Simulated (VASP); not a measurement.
# Si (Im-3m) in VASP: notebook

The runs below take Si through single point, with PBEsol.

Everything below comes from runs of VASP 6.6.1. Logs are shortened: lines on timing, memory, paths and dates and some standing lists are left out, and cuts for length are marked.

## (1) The cell of the first run

The structure is cubic, space group Im-3m (No. 229). Conventional cell: a = 6.672 Å, b = 6.672 Å, c = 6.672 Å, α = 90.00°, β = 90.00°, γ = 90.00°. Si (site symmetry -4m2) has 4 Si at 2.36 Å within 3.1 Å.

## (2) Single point, PBEsol

Input file INCAR:

```
PREC = Accurate
ENCUT = 520
EDIFF = 1E-6
ISMEAR = -1
SIGMA = 0.1
LREAL = False
LASPH = True
NELM = 100
ALGO = Normal
ISIF = 2
LWAVE = False
LCHARG = False
GGA = PS
NBANDS = 21
```

Input file KPOINTS:

```
Automatic mesh
0
Gamma
  5 5 5
```

Input file POSCAR:

```
Si
1.0
   -3.3360831900      3.3360831900      3.3360831900
    3.3360831900     -3.3360831900      3.3360831900
    3.3360831900      3.3360831900     -3.3360831900
Si
6
Direct
    0.7500000000      0.2500000000      0.5000000000
    0.7500000000      0.5000000000      0.2500000000
    0.5000000000      0.2500000000      0.7500000000
    0.2500000000      0.5000000000      0.7500000000
    0.2500000000      0.7500000000      0.5000000000
    0.5000000000      0.7500000000      0.2500000000
```

Potentials or basis: VASP PAW PBE potentials, release 64 (Si).

Command:

```console
$ cat potpaw_PBE.64/Si/POTCAR > POTCAR
$ mpirun -np 1 vasp_std > vasp.out
```

OUTCAR:

```text
PREC = Accurate
   ENCUT = 520
   EDIFF = 1E-6
   ISMEAR = -1
   LREAL = False
   LASPH = True
   NELM = 100
   ISIF = 2
   GGA = PS

 ion  position               nearest neighbor table
   1  0.750  0.250  0.500-   2 2.36   3 2.36   4 2.36   6 2.36
   2  0.750  0.500  0.250-   1 2.36   5 2.36   6 2.36   3 2.36
   3  0.500  0.250  0.750-   1 2.36   2 2.36   4 2.36   5 2.36
   4  0.250  0.500  0.750-   3 2.36   5 2.36   6 2.36   1 2.36
   5  0.250  0.750  0.500-   3 2.36   4 2.36   6 2.36   2 2.36
   6  0.500  0.750  0.250-   1 2.36   2 2.36   5 2.36   4 2.36

  LATTYP: Found a body centered cubic cell.
 ALAT       =     6.6721663800

  Lattice vectors:

 A1 = (  -3.3360831900,   3.3360831900,   3.3360831900)
 A2 = (   3.3360831900,  -3.3360831900,   3.3360831900)
 A3 = (   3.3360831900,   3.3360831900,  -3.3360831900)

Analysis of symmetry for initial positions (statically):
=====================================================================
 Subroutine PRICEL returns:
 Original cell was already a primitive cell.

 Routine SETGRP: Setting up the symmetry group for a
 body centered cubic supercell.

 Subroutine GETGRP returns: Found 48 space group operations
 (whereof 48 operations were pure point group operations)
 out of a pool of 48 trial point group operations.

The static configuration has the point symmetry O_h .

Analysis of symmetry for dynamics (positions and initial velocities):
=====================================================================
 Subroutine PRICEL returns:
 Original cell was already a primitive cell.

 Routine SETGRP: Setting up the symmetry group for a
 body centered cubic supercell.

 Subroutine GETGRP returns: Found 48 space group operations
 (whereof 48 operations were pure point group operations)
 out of a pool of 48 trial point group operations.

The dynamic configuration has the point symmetry O_h .

 Subroutine INISYM returns: Found 48 space group operations
 (whereof 48 operations are pure point group operations),
 and found     1 'primitive' translations

----------------------------------------------------------------------------------------

                                     Primitive cell

  volume of cell :     148.5151

  direct lattice vectors                    reciprocal lattice vectors
    -3.336083190  3.336083190  3.336083190     0.000000000  0.149876358  0.149876358
     3.336083190 -3.336083190  3.336083190     0.149876358  0.000000000  0.149876358
     3.336083190  3.336083190 -3.336083190     0.149876358  0.149876358  0.000000000

  length of vectors
     5.778265583  5.778265583  5.778265583     0.211957179  0.211957179  0.211957179

  position of ions in fractional coordinates (direct lattice)
     0.750000000  0.250000000  0.500000000
     0.750000000  0.500000000  0.250000000
     0.500000000  0.250000000  0.750000000
     0.250000000  0.500000000  0.750000000
     0.250000000  0.750000000  0.500000000
     0.500000000  0.750000000  0.250000000

  ion indices of the primitive-cell ions
   primitive index   ion index
                 1           1
                 2           2
                 3           3
                 4           4
                 5           5
                 6           6

----------------------------------------------------------------------------------------

 KPOINTS: Automatic mesh

Automatic generation of k-mesh.
 Grid dimensions read from file:
 generate k-points for:    5    5    5

 Generating k-lattice:

  Cartesian coordinates                     Fractional coordinates (reciprocal lattice)
     0.000000000  0.029975272  0.029975272     0.200000000  0.000000000  0.000000000
     0.029975272  0.000000000  0.029975272     0.000000000  0.200000000  0.000000000
     0.029975272  0.029975272  0.000000000     0.000000000  0.000000000  0.200000000

  Length of vectors
     0.042391436  0.042391436  0.042391436

  Shift w.r.t. Gamma in fractional coordinates (k-lattice)
     0.000000000  0.000000000  0.000000000

 Subroutine IBZKPT returns following result:
 ===========================================

 Found     10 irreducible k-points:

 Following reciprocal coordinates:
            Coordinates               Weight
  0.000000  0.000000  0.000000      1.000000
  0.200000  0.000000  0.000000     12.000000
  0.400000  0.000000  0.000000     12.000000
  0.200000  0.200000  0.000000     24.000000
  0.400000  0.200000 -0.000000     24.000000
  0.200000  0.200000  0.200000      8.000000
 -0.200000  0.200000  0.200000      6.000000
 -0.400000  0.400000  0.200000     24.000000
 -0.400000 -0.400000  0.200000      8.000000
 -0.400000  0.400000  0.400000      6.000000
   k-points           NKPTS =     10   k-points in BZ     NKDIM =     10   number of bands    NBANDS=     21
   number of dos      NEDOS =    301   number of ions     NIONS =      6
   total plane-waves  NPLWV = 110592
   dimension x,y,z NGX =    48 NGY =   48 NGZ =   48
   dimension x,y,z NGXF=    96 NGYF=   96 NGZF=   96
   ions per type =               6
   NGX,Y,Z   is equivalent  to a cutoff of  13.81, 13.81, 13.81 a.u.
   NGXF,Y,Z  is equivalent  to a cutoff of  27.62, 27.62, 27.62 a.u.
 SYSTEM =  unknown system
   PREC   = accura    normal or accurate (medium, high low for compatibility)
   ISTART =      0    job   : 0-new  1-cont  2-samecut
   ICHARG =      2    charge: 1-file 2-atom 10-const
   ISPIN  =      1    spin polarized calculation?
   LNONCOLLINEAR =      F non collinear calculations
   LSORBIT =      F    spin-orbit coupling
   LASPH  =      T    aspherical Exc in radial PAW
   ENCUT  =  520.0 eV  38.22 Ry    6.18 a.u.  10.74 10.74 10.74*2*pi/ulx,y,z
   NELM   =    100;   NELMIN=  2; NELMDL= -5     # of ELM steps
   EDIFF  = 0.1E-05   stopping-criterion for ELM
   LREAL  =      F    real-space projection
   EDIFFG = 0.1E-04   stopping-criterion for IOM
   NSW    =      0    number of steps for IOM
   IBRION =     -1    ionic relax: 0-MD 1-quasi-New 2-CG
   NFREE  =      0    steps in history (QN), initial steepest desc. (CG)
   ISIF   =      2    stress and relaxation
   ISYM   =      2    0-nonsym 1-usesym 2-fastsym
   POTIM  = 0.5000    time-step for ionic-motion
   TEBEG  =    0.0;   TEEND  =   0.0 temperature during run
   PSTRESS=    0.0 pullay stress
   NELECT =      24.0000    total number of electrons
   NUPDOWN=      -1.0000    fix difference up-down
   EMIN   =  10.00;   EMAX   =-10.00  energy-range for DOS
   EFERMI =   0.00;   METHOD = LEGACY
   ISMEAR =    -1;   SIGMA  =   0.10  broadening in eV -4-tet -1-fermi 0-gaus
   EFERMI_NEDOS =   21; number of points for ismear=-14 and -15
   IALGO  =     38    algorithm
   IMIX   =      4    mixing-type and parameters
     AMIX     =   0.40;   BMIX     =  1.00
     AMIX_MAG =   1.60;   BMIX_MAG =  1.00
  volume/ion in A,a.u.               =      24.75       167.04
  Fermi-wavevector in a.u.,A,eV,Ry     =   0.891706  1.685080 10.818532  0.795140
  Thomas-Fermi vector in A             =   2.013561
   LORBIT       =      0    0 simple, 1 ext, 2 COOP (PROOUT), +10 PAW based schemes
   GGA     = PS    functional components
   LHFCALC =     F    Hartree Fock is set to
   AEXX    =    0.0000 exact exchange contribution
   IVDW    =     0    specifies the selected vdW correction
   LEPSILON=     F    determine dielectric tensor
   LRPA    =     F    only Hartree local field effects (RPA)
 non-spin polarized calculation
  energy-cutoff  :      520.00
  volume of cell :      148.52
 maximum number of plane-waves:      4028
 NGX is ok and might be reduce to    48
   NGX = 21   NGY = 21   NGZ = 21

 number of electron      23.9999999 magnetization

 Free energy of the ion-electron system (eV)
  ---------------------------------------------------
  ext. energy  EPLUGINS =         0.00000000
  ---------------------------------------------------
  free energy    TOTEN  =       -32.97743366 eV

  energy without entropy =      -32.95310663  energy(sigma->0) =      -32.96527015

 E-fermi :   3.9907     XC(G=0):  -8.2793

 val. band max:        3.8557959799   @ k =  -0.4000   0.4000   0.4000
 cond. band min:       4.1121822166   @ k =  -0.4000   0.4000   0.4000
 fundamental gap:      0.2563862367
 Fermi energy:         3.9907018961

 k-point     1 :       0.0000    0.0000    0.0000
  band No.  band energies     occupation
      1      -7.8421      2.00000
      2      -3.3056      2.00000
      3      -3.3056      2.00000
      4      -3.1548      2.00000
      5      -3.1548      2.00000
      6      -3.1548      2.00000
[... 13 lines left out ...]
     20      10.7069      0.00000
     21      10.7069      0.00000

 k-point     2 :       0.2000    0.0000    0.0000
  band No.  band energies     occupation
      1      -7.6436      2.00000
      2      -4.6703      2.00000
      3      -3.9487      2.00000
      4      -3.2701      2.00000
      5      -2.2459      2.00000
      6      -1.7872      2.00000
[... 13 lines left out ...]
     20       9.5746      0.00000
     21       9.6088      0.00000

 k-point     3 :       0.4000    0.0000    0.0000
  band No.  band energies     occupation
      1      -7.1016      2.00000
      2      -5.8746      2.00000
      3      -4.3209      2.00000
      4      -3.4331      2.00000
      5      -1.2201      2.00000
      6      -0.5879      2.00000
[... 13 lines left out ...]
     20       8.3153      0.00000
     21       9.5511      0.00000
[... 121 lines left out ...]
 k-point     9 :      -0.4000   -0.4000    0.2000
  band No.  band energies     occupation
      1      -6.4414      2.00000
      2      -6.4414      2.00000
      3      -4.4201      2.00000
      4      -3.0974      2.00000
      5      -3.0974      2.00000
      6      -0.9985      2.00000
[... 13 lines left out ...]
     20       8.5851      0.00000
     21       8.5858      0.00000

 k-point    10 :      -0.4000    0.4000    0.4000
  band No.  band energies     occupation
      1      -6.5485      2.00000
      2      -6.1899      2.00000
      3      -3.7617      2.00000
      4      -3.7617      2.00000
      5      -3.6868      2.00000
      6      -1.3834      2.00000
[... 13 lines left out ...]
     20       8.3520      0.00000
     21       8.3520      0.00000

------------------------ aborting loop because EDIFF is reached ----------------------------------------

  FORCE on cell =-STRESS in cart. coord.  units (eV):
  Direction    XX          YY          ZZ          XY          YZ          ZX
  --------------------------------------------------------------------------------------
  -------------------------------------------------------------------------------------
  Total        0.6455870      0.6455870      0.6455870      0.0000000      0.0000000     -0.0000000
  in kB        6.9645770      6.9645770      6.9645770      0.0000000      0.0000000     -0.0000000
  external PRESSURE =       6.9645770 kB  Pullay stress =       0.0000000 kB

 VOLUME and BASIS-vectors are now :
 -----------------------------------------------------------------------------
  energy-cutoff  :      520.00
  volume of cell :      148.52
      direct lattice vectors                 reciprocal lattice vectors
    -3.336083190  3.336083190  3.336083190     0.000000000  0.149876358  0.149876358
     3.336083190 -3.336083190  3.336083190     0.149876358  0.000000000  0.149876358
     3.336083190  3.336083190 -3.336083190     0.149876358  0.149876358  0.000000000

 POSITION                                       TOTAL-FORCE (eV/Angst)
 -----------------------------------------------------------------------------------
      0.00000      3.33608      1.66804        -0.000000      0.000000     -0.000000
      0.00000      1.66804      3.33608        -0.000000     -0.000000      0.000000
      1.66804      3.33608      0.00000         0.000000      0.000000     -0.000000
      3.33608      1.66804      0.00000        -0.000000     -0.000000     -0.000000
      3.33608      0.00000      1.66804         0.000000      0.000000      0.000000
      1.66804      0.00000      3.33608         0.000000     -0.000000      0.000000
 -----------------------------------------------------------------------------------
    total drift:                               -0.000000     -0.000000      0.000000

  FREE ENERGIE OF THE ION-ELECTRON SYSTEM (eV)
  ---------------------------------------------------
  free  energy   TOTEN  =       -32.9774336649 eV

  energy  without entropy=      -32.9531066298  energy(sigma->0) =      -32.96527015
```

Wall time 36 s (1 thread of Intel Xeon Platinum 8488C (Sapphire Rapids), shared host); peak memory 0.29 GiB.

What came out:

* Free energy: -32.9774 eV
* Pressure: 0.7 GPa
* Band gap on the k mesh: 0.26 eV, direct

Caveat: the PAW data sets were made with another functional, which shifts forces and pressure a little. A k mesh can miss the band edges.

## (3) Single point, PBEsol

Input file INCAR:

```
SYSTEM = Si
PREC = Accurate
ENCUT = 520
EDIFF = 1E-6
ISMEAR = -1
SIGMA = 0.1
LREAL = .FALSE.
LASPH = .TRUE.
NELM = 80
ALGO = Normal
ISIF = 2
LWAVE = .FALSE.
LCHARG = .FALSE.
GGA = PS
NBANDS = 21
```

Input file KPOINTS:

```
regular mesh
0
G
  5 5 5
  0 0 0
```

POSCAR is that of step 2.

Potentials or basis: VASP PAW PBE potentials, release 64 (Si).

Command:

```console
$ cat potpaw_PBE.64/Si/POTCAR > POTCAR
$ mpirun -np 1 vasp_std > vasp.out
```

Run time: 33 s. Hardware: 1 thread of Intel Xeon Platinum 8488C (Sapphire Rapids), shared host; peak memory 0.29 GiB.

It converged, with:

- Free energy: -32.9774 eV
- Pressure: 0.7 GPa
- Band gap on the k mesh: 0.26 eV, direct

Levels at points of the mesh, in eV from the valence-band top:
```tsv
k point	band 8	band 9	band 10	band 11	band 12	band 13	band 14	band 15	band 16	band 17
(0.00, 0.00, 0.00)	-2.80	-2.80	-2.01	-2.01	-2.01	2.09	2.09	2.09	2.53	2.94
```

Caveat: the PAW data sets were made with another functional, which shifts forces and pressure a little. A k mesh can miss the band edges.
